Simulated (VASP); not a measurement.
# Na4Ge3W (Pm-3m) in VASP: further runs

Runs on Na4Ge3W. Level: PBE. Tasks: single point, relaxation of cell and atoms.

All numbers are computed with VASP 6.6.1; they aren't measurements. Logs are shortened: lines on timing, memory, paths and dates and some standing lists are left out, and cuts for length are marked.

**1. The cell of the first run**

It takes space group Pm-3m (No. 221, cubic). The conventional cell has a = 5.851 Å, b = 5.851 Å, c = 5.851 Å, α = 90.00°, β = 90.00°, γ = 90.00°. Na (site symmetry 4/mmm) has 4 Ge at 2.93 Å and 2 W at 2.93 Å within 3.9 Å. Na (site symmetry m-3m) has 6 Ge at 2.93 Å within 3.9 Å. Within 3.9 Å of Ge (site symmetry 4/mmm) lie 6 Na at 2.93 Å. W (site symmetry m-3m) has 6 Na at 2.93 Å within 3.9 Å.

The cell was generated, and may not be a known phase.

**2. Single point, PBE**

The input, INCAR:

```
SYSTEM = Na4Ge3W
PREC     = Accurate       ! precision mode
ENCUT    = 520            ! plane-wave cutoff, eV
EDIFF    = 1E-6           ! SCF threshold, eV
ISMEAR   = 0              ! smearing method
SIGMA    = 0.1            ! smearing width, eV
LREAL    = .False.        ! projectors in reciprocal space
LASPH    = .True.         ! aspherical terms in the spheres
NELM     = 60             ! most SCF steps
ALGO     = Fast           ! electronic algorithm
ISIF     = 2              ! what is computed and relaxed
LWAVE    = .False.        ! write WAVECAR
LCHARG   = .False.        ! write CHGCAR
GGA      = PE             ! functional
NBANDS   = 52             ! bands
```

The input, KPOINTS:

```
Automatic mesh
0
Gamma
  4 4 4
  0 0 0
```

The input, POSCAR:

```
Na4Ge3W
1.0
    5.8506627448      0.0000000000      0.0000000000
    0.0000000000      5.8506627448      0.0000000000
    0.0000000000      0.0000000000      5.8506627448
Na Ge W
4 3 1
Direct
    0.5000000000      0.0000000000      0.0000000000
    0.5000000000      0.5000000000      0.5000000000
    0.0000000000      0.0000000000      0.5000000000
    0.0000000000      0.5000000000      0.0000000000
    0.0000000000      0.5000000000      0.5000000000
    0.5000000000      0.0000000000      0.5000000000
    0.5000000000      0.5000000000      0.0000000000
    0.0000000000      0.0000000000      0.0000000000
```

Potentials or basis: VASP PAW PBE potentials, release 64 (Na_pv, Ge_d, W_sv).

On the command line:

```
cat potpaw_PBE.64/Na_pv/POTCAR potpaw_PBE.64/Ge_d/POTCAR potpaw_PBE.64/W_sv/POTCAR > POTCAR
mpirun -np 1 vasp_std > vasp.out
```

OUTCAR:

```text
SYSTEM = Na4Ge3W
   PREC = Accurate
   ENCUT = 520
   EDIFF = 1E-6
   ISMEAR = 0
   LREAL = .False.
   LASPH = .True.
   NELM = 60
   ISIF = 2
   GGA = PE

 ion  position               nearest neighbor table
   1  0.500  0.000  0.000-   8 2.93   8 2.93
   2  0.500  0.500  0.500-
   3  0.000  0.000  0.500-   8 2.93   8 2.93
   4  0.000  0.500  0.000-   8 2.93   8 2.93
   5  0.000  0.500  0.500-
   6  0.500  0.000  0.500-
   7  0.500  0.500  0.000-
   8  0.000  0.000  0.000-   1 2.93   3 2.93   4 2.93   3 2.93   4 2.93   1 2.93

  LATTYP: Found a simple cubic cell.
 ALAT       =     5.8506627448

  Lattice vectors:

 A1 = (   5.8506627448,   0.0000000000,   0.0000000000)
 A2 = (   0.0000000000,   5.8506627448,   0.0000000000)
 A3 = (   0.0000000000,   0.0000000000,   5.8506627448)

Analysis of symmetry for initial positions (statically):
=====================================================================
 Subroutine PRICEL returns:
 Original cell was already a primitive cell.

 Routine SETGRP: Setting up the symmetry group for a
 simple cubic supercell.

 Subroutine GETGRP returns: Found 48 space group operations
 (whereof 48 operations were pure point group operations)
 out of a pool of 48 trial point group operations.

The static configuration has the point symmetry O_h .

Analysis of symmetry for dynamics (positions and initial velocities):
=====================================================================
 Subroutine PRICEL returns:
 Original cell was already a primitive cell.

 Routine SETGRP: Setting up the symmetry group for a
 simple cubic supercell.

 Subroutine GETGRP returns: Found 48 space group operations
 (whereof 48 operations were pure point group operations)
 out of a pool of 48 trial point group operations.

The dynamic configuration has the point symmetry O_h .

 Subroutine INISYM returns: Found 48 space group operations
 (whereof 48 operations are pure point group operations),
 and found     1 'primitive' translations

----------------------------------------------------------------------------------------

                                     Primitive cell

  volume of cell :     200.2697

  direct lattice vectors                    reciprocal lattice vectors
     5.850662745  0.000000000  0.000000000     0.170920807  0.000000000  0.000000000
     0.000000000  5.850662745  0.000000000     0.000000000  0.170920807  0.000000000
[... 89 lines left out ...]
   ISYM   =      2    0-nonsym 1-usesym 2-fastsym
   POTIM  = 0.5000    time-step for ionic-motion
   TEBEG  =    0.0;   TEEND  =   0.0 temperature during run
   PSTRESS=    0.0 pullay stress
   NELECT =      84.0000    total number of electrons
   NUPDOWN=      -1.0000    fix difference up-down
   EMIN   =  10.00;   EMAX   =-10.00  energy-range for DOS
   EFERMI =   0.00;   METHOD = LEGACY
   ISMEAR =     0;   SIGMA  =   0.10  broadening in eV -4-tet -1-fermi 0-gaus
   EFERMI_NEDOS =   21; number of points for ismear=-14 and -15
   IALGO  =     68    algorithm
   IMIX   =      4    mixing-type and parameters
     AMIX     =   0.40;   BMIX     =  1.00
     AMIX_MAG =   1.60;   BMIX_MAG =  1.00
  volume/ion in A,a.u.               =      25.03       168.94
  Fermi-wavevector in a.u.,A,eV,Ry     =   1.225452  2.315768 20.432302  1.501732
  Thomas-Fermi vector in A             =   2.360489
   LORBIT       =      0    0 simple, 1 ext, 2 COOP (PROOUT), +10 PAW based schemes
   GGA     = PE    functional components
   LHFCALC =     F    Hartree Fock is set to
   AEXX    =    0.0000 exact exchange contribution
   IVDW    =     0    specifies the selected vdW correction
   LEPSILON=     F    determine dielectric tensor
   LRPA    =     F    only Hartree local field effects (RPA)
 non-spin polarized calculation
 RMM-DIIS sequential band-by-band and
 Gauss-broadening in eV      SIGMA  =   0.10
  energy-cutoff  :      520.00
  volume of cell :      200.27
 maximum number of plane-waves:      5449
 NGX is ok and might be reduce to    48
   NGX = 21   NGY = 21   NGZ = 21

 number of electron      84.0000119 magnetization

 Free energy of the ion-electron system (eV)
  ---------------------------------------------------
  ext. energy  EPLUGINS =         0.00000000
  ---------------------------------------------------
  free energy    TOTEN  =       -21.46812922 eV

  energy without entropy =      -21.39451245  energy(sigma->0) =      -21.43132084

 E-fermi :   2.4270     XC(G=0):  -8.9286

 val. band max:        2.4219012486   @ k =   0.5000   0.2500   0.0000
 cond. band min:       2.4396411028   @ k =   0.5000   0.5000   0.5000
 fundamental gap:      0.0177398542
 Fermi energy:         2.4269531682

 k-point     1 :       0.0000    0.0000    0.0000
  band No.  band energies     occupation
      1     -71.5121      2.00000
      2     -35.6977      2.00000
      3     -35.6977      2.00000
      4     -35.6977      2.00000
      5     -22.3036      2.00000
      6     -22.3013      2.00000
[... 539 lines left out ...]
     51       7.5973      0.00000
     52       7.6592      0.00000

------------------------ aborting loop because EDIFF is reached ----------------------------------------

  FORCE on cell =-STRESS in cart. coord.  units (eV):
  Direction    XX          YY          ZZ          XY          YZ          ZX
  --------------------------------------------------------------------------------------
  -------------------------------------------------------------------------------------
  Total        0.0522067      0.0522067      0.0522067      0.0000000      0.0000000      0.0000000
  in kB        0.4176588      0.4176588      0.4176588      0.0000000      0.0000000      0.0000000
  external PRESSURE =       0.4176588 kB  Pullay stress =       0.0000000 kB

 VOLUME and BASIS-vectors are now :
 -----------------------------------------------------------------------------
  energy-cutoff  :      520.00
  volume of cell :      200.27
      direct lattice vectors                 reciprocal lattice vectors
     5.850662745  0.000000000  0.000000000     0.170920807  0.000000000  0.000000000
     0.000000000  5.850662745  0.000000000     0.000000000  0.170920807  0.000000000
     0.000000000  0.000000000  5.850662745     0.000000000  0.000000000  0.170920807

 POSITION                                       TOTAL-FORCE (eV/Angst)
 -----------------------------------------------------------------------------------
      2.92533      0.00000      0.00000         0.000000      0.000000      0.000000
      2.92533      2.92533      2.92533         0.000000      0.000000      0.000000
      0.00000      0.00000      2.92533         0.000000      0.000000      0.000000
      0.00000      2.92533      0.00000         0.000000      0.000000      0.000000
      0.00000      2.92533      2.92533         0.000000      0.000000      0.000000
      2.92533      0.00000      2.92533         0.000000      0.000000      0.000000
      2.92533      2.92533      0.00000         0.000000      0.000000      0.000000
      0.00000      0.00000      0.00000         0.000000      0.000000      0.000000
 -----------------------------------------------------------------------------------
    total drift:                                0.000000      0.000000      0.000000

  FREE ENERGIE OF THE ION-ELECTRON SYSTEM (eV)
  ---------------------------------------------------
  free  energy   TOTEN  =       -21.4681292243 eV

  energy  without entropy=      -21.3945124461  energy(sigma->0) =      -21.43132084
```

Run time: 8.9 min. Hardware: 1 thread of Oxide Virtual Turin-like, shared host; peak memory 0.34 GiB.

Results:

```yaml
Free_energy: -21.4681 eV
Pressure: 0.0 GPa
Band_gap_on_the_k_mesh: zero (bands 42 and 43 overlap by 0.23 eV)
```

Levels at points of the mesh, in eV from the Fermi level:
| k point | band 40 | band 41 | band 42 | band 43 | band 44 | band 45 |
| --- | --- | --- | --- | --- | --- | --- |
| (0.00, 0.00, 0.00) | -0.28 | -0.11 | -0.11 | -0.11 | 0.34 | 0.34 |
| (0.50, 0.00, 0.00) | -0.68 | -0.46 | -0.08 | -0.06 | 0.30 | 0.30 |
| (0.50, 0.50, 0.00) | -0.92 | -0.51 | -0.42 | -0.13 | 0.17 | 0.82 |
| (0.50, 0.50, 0.50) | 0.01 | 0.01 | 0.10 | 0.10 | 0.10 | 1.37 |

Caveat: spin-orbit coupling is left out, which moves the levels of the heavy elements.

**3. Relaxation of cell and atoms, PBE**

This run uses another cell than the first one, of 15.89 Å³/atom.

The input, INCAR:

```
  PREC = Accurate
  ENCUT = 600
  EDIFF = 1E-6
  ISMEAR = 0
  SIGMA = 0.1
  LREAL = False
  LASPH = True
  NELM = 100
  ALGO = Fast
  ISIF = 3
  LWAVE = False
  LCHARG = False
  GGA = PE
  IBRION = 2
  NSW = 90
  EDIFFG = -0.04
```

The input, KPOINTS:

```
Automatic mesh
0
Gamma
  4 4 4
```

Edit POSCAR of step 2 so:

```diff
@@ -2,5 +2,5 @@
 1.0
-    5.8506627448      0.0000000000      0.0000000000
-    0.0000000000      5.8506627448      0.0000000000
-    0.0000000000      0.0000000000      5.8506627448
+    5.0286176500      0.0000000000      0.0000000000
+    0.0000000000      5.0286176500      0.0000000000
+    0.0000000000      0.0000000000      5.0286176500
 Na Ge W
```

Potentials or basis: VASP PAW PBE potentials, release 64 (Na_pv, Ge_d, W_sv).

On the command line:

```
cat potpaw_PBE.64/Na_pv/POTCAR potpaw_PBE.64/Ge_d/POTCAR potpaw_PBE.64/W_sv/POTCAR > POTCAR
mpirun -np 1 vasp_std > vasp.out
```

OUTCAR:

```text
PREC = Accurate
   ENCUT = 600
   EDIFF = 1E-6
   ISMEAR = 0
   LREAL = False
   LASPH = True
   NELM = 100
   ISIF = 3
   GGA = PE
   IBRION = 2
   NSW = 90
   EDIFFG = -0.04

 ion  position               nearest neighbor table
   1  0.500  0.000  0.000-   6 2.51   7 2.51   8 2.51   6 2.51   7 2.51   8 2.51
   2  0.500  0.500  0.500-   5 2.51   6 2.51   7 2.51   7 2.51   6 2.51   5 2.51
   3  0.000  0.000  0.500-   5 2.51   6 2.51   8 2.51   8 2.51   5 2.51   6 2.51
   4  0.000  0.500  0.000-   5 2.51   7 2.51   8 2.51   5 2.51   8 2.51   7 2.51
   5  0.000  0.500  0.500-   2 2.51   3 2.51   4 2.51   4 2.51   3 2.51   2 2.51
   6  0.500  0.000  0.500-   1 2.51   2 2.51   3 2.51   1 2.51   2 2.51   3 2.51
   7  0.500  0.500  0.000-   1 2.51   2 2.51   4 2.51   2 2.51   1 2.51   4 2.51
   8  0.000  0.000  0.000-   1 2.51   3 2.51   4 2.51   3 2.51   4 2.51   1 2.51

  LATTYP: Found a simple cubic cell.
 ALAT       =     5.0286176500

  Lattice vectors:

 A1 = (   5.0286176500,   0.0000000000,   0.0000000000)
 A2 = (   0.0000000000,   5.0286176500,   0.0000000000)
 A3 = (   0.0000000000,   0.0000000000,   5.0286176500)

Analysis of symmetry for initial positions (statically):
=====================================================================
 Subroutine PRICEL returns:
 Original cell was already a primitive cell.

 Routine SETGRP: Setting up the symmetry group for a
 simple cubic supercell.

 Subroutine GETGRP returns: Found 48 space group operations
 (whereof 48 operations were pure point group operations)
 out of a pool of 48 trial point group operations.
[... 149 lines left out ...]
 maximum number of plane-waves:      4272
   NGX = 21   NGY = 21   NGZ = 21

--------------------------------------- Ionic step        1  -------------------------------------------

 number of electron      83.9999883 magnetization

 Free energy of the ion-electron system (eV)
  ---------------------------------------------------
  ext. energy  EPLUGINS =         0.00000000
  ---------------------------------------------------
  free energy    TOTEN  =       -16.55886478 eV

  energy without entropy =      -16.50474053  energy(sigma->0) =      -16.53180266

 E-fermi :   5.8868     XC(G=0): -10.9595

 val. band max:        5.8745362195   @ k =   0.2500   0.2500   0.0000
 cond. band min:       5.9121561494   @ k =   0.5000   0.2500   0.2500
 fundamental gap:      0.0376199298
 Fermi energy:         5.8868178435

 k-point     1 :       0.0000    0.0000    0.0000
  band No.  band energies     occupation
      1     -67.6936      2.00000
      2     -32.0009      2.00000
      3     -32.0009      2.00000
      4     -32.0009      2.00000
      5     -18.7817      2.00000
      6     -18.7692      2.00000
[... 644 lines left out ...]
--------------------------------------- Ionic step        4  -------------------------------------------

 number of electron      83.9999881 magnetization

 Free energy of the ion-electron system (eV)
  ---------------------------------------------------
  ext. energy  EPLUGINS =         0.00000000
  ---------------------------------------------------
  free energy    TOTEN  =       -21.43308956 eV

  energy without entropy =      -21.36002860  energy(sigma->0) =      -21.39655908

 E-fermi :   2.4542     XC(G=0):  -8.9468

 val. band max:        2.4484360326   @ k =   0.5000   0.2500   0.0000
 cond. band min:       2.4680309478   @ k =   0.5000   0.5000   0.5000
 fundamental gap:      0.0195949152
 Fermi energy:         2.4542131263

 k-point     1 :       0.0000    0.0000    0.0000
  band No.  band energies     occupation
      1     -71.4815      2.00000
      2     -35.6674      2.00000
      3     -35.6674      2.00000
      4     -35.6674      2.00000
      5     -22.2750      2.00000
      6     -22.2728      2.00000
[... 554 lines left out ...]
  FREE ENERGIE OF THE ION-ELECTRON SYSTEM (eV)
  ---------------------------------------------------
  free  energy   TOTEN  =       -21.4330895613 eV

  energy  without entropy=      -21.3600286023  energy(sigma->0) =      -21.39655908

 reached required accuracy - stopping structural energy minimisation
```

CONTCAR:

```text
Na4Ge3W
   1.00000000000000
     5.8418763858749250    0.0000000000000000    0.0000000000000000
     0.0000000000000000    5.8418763858749250    0.0000000000000000
    -0.0000000000000000   -0.0000000000000000    5.8418763858749250
  Na              Ge              W
     4     3     1
Direct
     0.5000000000000000    0.0000000000000000    0.0000000000000000
     0.5000000000000000    0.5000000000000000    0.5000000000000000
     0.0000000000000000    0.0000000000000000    0.5000000000000000
     0.0000000000000000    0.5000000000000000    0.0000000000000000
     0.0000000000000000    0.5000000000000000    0.5000000000000000
     0.5000000000000000    0.0000000000000000    0.5000000000000000
     0.5000000000000000    0.5000000000000000    0.0000000000000000
     0.0000000000000000    0.0000000000000000    0.0000000000000000

  0.00000000E+00  0.00000000E+00  0.00000000E+00
  0.00000000E+00  0.00000000E+00  0.00000000E+00
  0.00000000E+00  0.00000000E+00  0.00000000E+00
  0.00000000E+00  0.00000000E+00  0.00000000E+00
  0.00000000E+00  0.00000000E+00  0.00000000E+00
  0.00000000E+00  0.00000000E+00  0.00000000E+00
  0.00000000E+00  0.00000000E+00  0.00000000E+00
  0.00000000E+00  0.00000000E+00  0.00000000E+00
```

Wall time 16 min (1 thread of Oxide Virtual Turin-like, shared host); peak memory 0.26 GiB.

Results:

```yaml
Free_energy: -21.4331 eV
Relaxed_volume: 24.92 Å³/atom
Relaxed_cell: a = 5.842 Å, b = 5.842 Å, c = 5.842 Å, α = 90.00°, β = 90.00°, γ = 90.00°
Space_group_after_relaxing_to_0.1_Å: Pm-3m (No. 221)
Energy_gained_by_relaxing: 609.3 meV/atom
Ionic_steps: 4
Pressure_after_relaxing: 0.0 GPa
Band_gap_on_the_k_mesh: zero (bands 42 and 43 overlap by 0.23 eV)
```

The path:
| step | energy change (eV) | largest force (eV/Å) | pressure (GPa) | volume (Å³) |
| --- | --- | --- | --- | --- |
| 1 | 0.0000 | 0.0000 | 31.79 | 127.16 |
| 2 | -4.8638 | 0.0000 | 0.71 | 194.48 |
| 3 | -4.8705 | 0.0000 | -0.40 | 202.27 |
| 4 | -4.8742 | 0.0000 | -0.01 | 199.37 |

Final structure:
```
CELL_PARAMETERS angstrom
5.84188 0.00000 0.00000
0.00000 5.84188 0.00000
0.00000 0.00000 5.84188
ATOMIC_POSITIONS crystal
Na 0.50000 0.00000 0.00000
Na 0.50000 0.50000 0.50000
Na 0.00000 0.00000 0.50000
Na 0.00000 0.50000 0.00000
Ge 0.00000 0.50000 0.50000
Ge 0.50000 0.00000 0.50000
Ge 0.50000 0.50000 0.00000
W 0.00000 0.00000 0.00000
```

Caveat: the volume moved by over 15 % at a fixed basis, so the end points are rough; spin-orbit coupling is left out, which moves the levels of the heavy elements.
